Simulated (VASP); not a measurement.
Write the native input for VASP 6.6.1 that does the following.

```
Task                   : single point
Functional             : PBE
Potentials or basis    : VASP PAW PBE potentials, release 64 (Sn_d, Se)
Cutoff                 : 520 eV
k mesh                 : 18 × 18 × 6
Occupations            : gaussian, width 0.1 eV
Spin                   : no spin polarisation
Dipole correction      : no
Further INCAR settings : ALGO = Normal; EDIFF = 1e-06; NBANDS = 24
```

The structure of Sn2Se lies in POSCAR:

```
Sn2Se
1.0
    3.2484090034      0.0000000000      0.0000000000
   -1.6242045017      2.8132047189      0.0000000000
    0.0000000000      0.0000000000      8.8782681558
Sn Se
2 1
Direct
    0.0000000000      0.0000000000      0.8179127401
    0.0000000000      0.0000000000      0.1820872599
    0.0000000000      0.0000000000      0.5000000000
```

One way to write it, as run:

INCAR

```
SYSTEM = Sn2Se
ALGO = Normal
EDIFF = 1E-6
ENCUT = 520
GGA = PE
ISIF = 2
ISMEAR = 0
LASPH = .TRUE.
LCHARG = .TRUE.
LELF = .TRUE.
LREAL = .FALSE.
LVHAR = .TRUE.
LWAVE = .FALSE.
NBANDS = 24
NELM = 60
PREC = Accurate
SIGMA = 0.1
```

KPOINTS

```
k-points
0
G
  18 18 6
  0 0 0
```

Potentials or basis: VASP PAW PBE potentials, release 64 (Sn_d, Se).

Command:

```bash
$ cat potpaw_PBE.64/Sn_d/POTCAR potpaw_PBE.64/Se/POTCAR > POTCAR
$ mpirun -np 1 vasp_std > vasp.out
```

Results of the run:

* Pressure: 0.0 GPa
* Largest force: 0.004 eV/Å
* Band gap on the k mesh: zero (band 17 reaches 7.92 eV, above the bottom of band 18 at 4.18 eV)

Caveat: spin-orbit coupling is left out, which moves the levels of the heavy elements.

It took 4.1 min on 1 thread of Intel Xeon 8259CL, on a shared host, peak memory 0.38 GiB.
